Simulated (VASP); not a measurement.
**Li8H7F: single point with PBEsol**

The system is Li8H7F.

```xyz
64
Lattice="7.9768 0.0000 0.0000 0.0000 7.9768 0.0000 0.0000 0.0000 7.9768" Properties=species:S:1:pos:R:3 pbc="T T T"
H     1.9898    7.9616    7.9731
H     1.9845    7.9517    3.9849
H     1.9885    3.9995    7.9764
H     1.9837    4.0117    3.9896
H     5.9822    7.9699    7.9751
H     5.9879    7.9653    3.9820
H     5.9817    3.9916    7.9762
H     7.9683    1.9913    7.9706
H     7.9675    1.9838    3.9876
H     7.9720    5.9837    7.9738
H     0.0004    5.9888    3.9850
H     3.9959    1.9905    7.9736
H     3.9870    5.9834    7.9738
H     3.9842    5.9895    3.9853
H     7.9653    7.9649    1.9860
H     7.9657    7.9645    5.9856
H     7.9702    3.9916    1.9860
H     7.9760    3.9938    5.9915
H     3.9909    7.9634    1.9800
H     3.9909    7.9612    5.9884
H     3.9853    4.0050    1.9751
H     3.9906    4.0082    5.9961
H     1.9889    5.9824    1.9867
H     1.9882    5.9822    5.9869
H     5.9847    1.9824    1.9754
H     5.9879    1.9867    5.9907
H     5.9800    5.9856    1.9829
H     5.9819    5.9884    5.9899
F     5.9751    3.9857    3.9869
F     3.9836    1.9977    3.9857
F     1.9938    1.9911    1.9954
F     1.9972    1.9908    5.9757
Li    7.9631    7.9631    7.9735
Li    7.9634    7.9622    3.9864
Li    7.9648    3.9974    7.9732
Li    7.9564    3.9973    3.9872
Li    3.9963    7.9635    7.9742
Li    3.9951    7.9727    3.9849
Li    3.9963    4.0010    7.9738
Li    3.9990    3.9925    3.9867
Li    1.9941    1.9929    7.9730
Li    1.9996    1.9936    3.9865
Li    1.9909    5.9808    7.9754
Li    1.9894    5.9818    3.9858
Li    5.9808    1.9918    7.9768
Li    5.9731    1.9993    3.9837
Li    5.9802    5.9818    7.9731
Li    5.9781    5.9729    3.9851
Li    1.9863    7.9756    1.9871
Li    1.9888    7.9743    5.9856
Li    1.9901    3.9861    1.9863
Li    1.9847    3.9877    5.9858
Li    5.9867    7.9690    1.9829
Li    5.9863    7.9673    5.9859
Li    5.9801    3.9927    1.9928
Li    5.9841    3.9918    5.9806
Li    0.0093    1.9854    1.9855
Li    0.0106    1.9851    5.9857
Li    0.0010    5.9872    1.9847
Li    0.0026    5.9896    5.9880
Li    3.9745    1.9870    1.9910
Li    3.9752    1.9899    5.9784
Li    3.9808    5.9885    1.9829
Li    3.9815    5.9839    5.9886
```

```
Program             : VASP 6.6.1
Task                : single point
Functional          : PBEsol
Potentials or basis : VASP PAW PBE potentials, release 64 (H, F, Li_sv)
Cutoff              : 880 eV
k mesh              : 1 × 1 × 1, shifted
Occupations         : fermi-dirac, width 0.05 eV
Spin                : no spin polarisation
```

- Pressure: 0.2 GPa
- Largest force: 0.027 eV/Å
- Band gap on the k mesh: 4.57 eV

Forces in eV/Å, atoms in the order of the input:
```
H    0.000 -0.001  0.000
H    0.000 -0.001  0.000
H    0.000 -0.001  0.000
H    0.000 -0.001  0.000
H    0.000 -0.001  0.000
H    0.000 -0.001  0.000
H    0.000  0.000  0.000
H   -0.002 -0.001  0.000
H    0.000 -0.001  0.000
H    0.000 -0.001  0.000
H    0.000 -0.001  0.000
H    0.000  0.000  0.000
H    0.000 -0.001  0.000
H   -0.001 -0.001  0.000
H   -0.001 -0.001  0.000
H    0.000 -0.001  0.000
H   -0.001 -0.001  0.000
H   -0.001  0.000 -0.001
H    0.000 -0.001  0.000
H    0.000 -0.001 -0.001
H   -0.001 -0.001  0.001
H   -0.001 -0.001 -0.001
H    0.000 -0.001  0.000
H    0.000 -0.001 -0.001
H    0.000  0.000  0.000
H    0.001 -0.001  0.000
H   -0.001 -0.001  0.000
H    0.000 -0.001 -0.001
F   -0.006 -0.003 -0.003
F   -0.007  0.002 -0.003
F    0.000 -0.003 -0.001
F    0.003 -0.003 -0.003
Li   0.015  0.015  0.004
Li   0.015  0.018  0.007
Li   0.014 -0.011  0.001
Li   0.026 -0.002  0.003
Li  -0.014  0.013  0.002
Li   0.005 -0.001  0.000
Li  -0.014 -0.015  0.001
Li  -0.006  0.002  0.003
Li   0.000 -0.004 -0.014
Li   0.006 -0.005 -0.002
Li  -0.006 -0.007 -0.001
Li  -0.017 -0.005 -0.001
Li   0.013  0.013 -0.001
Li   0.002 -0.013  0.006
Li  -0.007 -0.002 -0.008
Li   0.004  0.005  0.005
Li   0.001 -0.008  0.004
Li  -0.013 -0.008  0.007
Li  -0.001  0.001 -0.001
Li  -0.006  0.003  0.001
Li  -0.008  0.014  0.011
Li   0.000  0.000 -0.005
Li  -0.006  0.014 -0.012
Li   0.003  0.004 -0.004
Li  -0.003  0.007  0.006
Li  -0.016  0.008  0.000
Li   0.001 -0.007 -0.005
Li  -0.004 -0.001 -0.002
Li   0.011  0.007  0.001
Li   0.020  0.005  0.010
Li   0.008 -0.014  0.009
Li  -0.002  0.007 -0.010
```

Stress tensor (GPa, compression positive):
```
 0.14 -0.04 -0.08
-0.04  0.18 -0.04
-0.08 -0.04  0.22
```

Levels at points of the mesh, in eV from the valence-band top:
```
           k point  band 72  band 73  band 74  band 75  band 76  band 77  band 78  band 79  band 80  band 81
(0.25, 0.25, 0.25)    -0.14    -0.12    -0.09    -0.06     0.00     4.57     4.74     4.88     5.23     5.28
```

Run time: 3.4 min on 1 thread of Intel(R) Xeon(R) Platinum 8488C (Sapphire Rapids), with other jobs on the host, peak memory 0.99 GiB.

Caveat: the PAW data sets were made with another functional, which shifts forces and pressure a little; a shifted mesh leaves out Γ, where band edges can lie. A k mesh can miss the band edges.
